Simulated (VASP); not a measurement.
A run of VASP 6.6.1 is set up as follows.

INCAR

```
SYSTEM = BaLuSbF
PREC = Accurate
ENCUT = 520
EDIFF = 1E-6
ISMEAR = -1
SIGMA = 0.1
LREAL = .FALSE.
LASPH = .TRUE.
NELM = 60
ALGO = Normal
ISIF = 2
LWAVE = .FALSE.
LCHARG = .TRUE.
GGA = PE
LELF = .TRUE.
LVHAR = .TRUE.
NBANDS = 57
```

File KPOINTS:

```
regular mesh
0
G
  4 4 2
  0 0 0
```

The input POSCAR:

```
BaLuSbF
1.0
    4.5345420000      0.0000000000      0.0000000000
    0.0000000000      4.5345420000      0.0000000000
    0.0000000000      0.0000000000      9.6450120000
Ba Lu Sb F
2 2 2 2
Direct
    0.2500000000      0.2500000000      0.3586500000
    0.7500000000      0.7500000000      0.6413500000
    0.2500000000      0.7500000000      0.0000000000
    0.7500000000      0.2500000000      0.0000000000
    0.2500000000      0.2500000000      0.8148600000
    0.7500000000      0.7500000000      0.1851400000
    0.2500000000      0.7500000000      0.5000000000
    0.7500000000      0.2500000000      0.5000000000
```

Potentials or basis: VASP PAW PBE potentials, release 64 (Ba_sv, Lu, Sb, F).

Command:

```console
$ cat potpaw_PBE.64/Ba_sv/POTCAR potpaw_PBE.64/Lu/POTCAR potpaw_PBE.64/Sb/POTCAR potpaw_PBE.64/F/POTCAR > POTCAR
$ mpirun -np 1 vasp_std > vasp.out
```

Q: Predict the pressure.

A: 9.4 GPa.

Q: What does it give for the band gap on the k mesh?

A: Zero (band 47 reaches 5.40 eV, above the bottom of band 48 at 4.06 eV).

Q: Estimate the largest force.

A: 0.980 eV/Å.

Stress tensor (GPa, compression positive):
```
9.97 0.00 0.00
0.00 9.97 0.00
0.00 0.00 8.27
```

Caveat: spin-orbit coupling is left out, which moves the levels of the heavy elements.
